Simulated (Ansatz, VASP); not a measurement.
## HfO2: VASP beside Ansatz

Contents of POSCAR:

```
HfO2
1.0
    3.5768243321      0.0000000000      0.0000000000
    0.0000000000      3.5768243321      0.0000000000
    0.0000000000      0.0000000000      5.2026739521
Hf O
2 4
Direct
    0.5000000000      0.5000000000      0.4956927784
    0.0000000000      0.0000000000     -0.0043072216
    0.0000000000      0.5000000000      0.7201896414
    0.5000000000      0.0000000000      0.8278625722
    0.5000000000      0.0000000000      0.3278625722
    0.0000000000      0.5000000000      0.2201896414
```

The input INCAR.step1:

```
SYSTEM = HfO2
PREC     = Accurate       ! precision mode
ENCUT    = 520            ! plane-wave cutoff, eV
ISMEAR   = 0              ! smearing method
SIGMA    = 0.05           ! smearing width, eV
LREAL    = .False.        ! projectors in reciprocal space
LASPH    = .True.         ! aspherical terms in the spheres
NELM     = 60             ! most SCF steps
NBANDS   = 31             ! bands
GGA      = PE             ! functional
ALGO     = Normal         ! electronic algorithm
EDIFF    = 1E-4           ! SCF threshold, eV
LWAVE    = .True.         ! write WAVECAR
LCHARG   = .False.        ! write CHGCAR
```

File INCAR.step2:

```
SYSTEM = HfO2
PREC     = Accurate       ! precision mode
ENCUT    = 520            ! plane-wave cutoff, eV
EDIFF    = 1E-7           ! SCF threshold, eV
ISMEAR   = 0              ! smearing method
SIGMA    = 0.05           ! smearing width, eV
LREAL    = .False.        ! projectors in reciprocal space
LASPH    = .True.         ! aspherical terms in the spheres
NELM     = 60             ! most SCF steps
ALGO     = Normal         ! electronic algorithm
ISIF     = 2              ! what is computed and relaxed
LWAVE    = .False.        ! write WAVECAR
LCHARG   = .False.        ! write CHGCAR
METAGGA  = R2SCAN         ! meta-GGA
LMIXTAU  = .True.       
NBANDS   = 31             ! bands
ISTART   = 1
```

The input KPOINTS:

```
Automatic mesh
0
Gamma
  6 6 6
  0 0 0
```

Input for Ansatz:

```yaml
crystal:
  lattice:
    - [3.5768243321, 0.0, 0.0]
    - [0.0, 3.5768243321, 0.0]
    - [0.0, 0.0, 5.2026739521]
  atoms:
    - { symbol: Hf, position: [0.5, 0.5, 0.4956927784] }
    - { symbol: Hf, position: [0.0, 0.0, -0.0043072216] }
    - { symbol: O, position: [0.0, 0.5, 0.7201896414] }
    - { symbol: O, position: [0.5, 0.0, 0.8278625722] }
    - { symbol: O, position: [0.5, 0.0, 0.3278625722] }
    - { symbol: O, position: [0.0, 0.5, 0.2201896414] }
basis:
  ecutwfc: 500
kpoints:
  mp_grid: { grid: [6, 6, 6] }
hamiltonian:
  xc: r2scan
scf:
  occupations: { method: gaussian, width: 0.05 }
output:
  forces: true
  stress: true
  eigenvalues: true
```

Change from the starting cell: mode 10 (318.6 1/cm) frozen in, largest displacement +0.125 Å.

Alike in both runs: task single point; functional r2SCAN; k mesh 6 × 6 × 6; occupations gaussian, width 0.05 eV; no spin polarisation.

```csv
,VASP,Ansatz
version,VASP 6.6.1,Ansatz 0.2.0
potentials or method,"VASP PAW PBE potentials, release 64 (Hf_pv, O), cutoff 520 eV","scalar-relativistic, plane waves, PAW"
valence electrons in the cell,44,76
```

VASP gave:

```
gap on the k mesh at the Fermi level (eV)                     : 5.21
least direct gap on the mesh (eV)                             : 5.23
pressure (GPa)                                                : -1.2
traceless stress, the component that is largest in VASP (GPa) : -0.57
rms of the force components (eV/Å)                            : 0.581
```

Question: Which values does Ansatz return?

Answer: gap on the k mesh at the Fermi level (eV): 5.22; least direct gap on the mesh (eV): 5.24; pressure (GPa): 2.3; traceless stress, the component that is largest in VASP (GPa): -0.76; rms of the force components (eV/Å): 0.603.

VASP's potentials were made for PBE, not for r2SCAN. Atom by atom the forces differ by 0.036 eV/Å (rms over components). VASP's potentials hold 44 valence electrons a cell and Ansatz's 76, so a difference there can come from the potentials and not from the codes.

Neither program's run includes spin-orbit coupling.
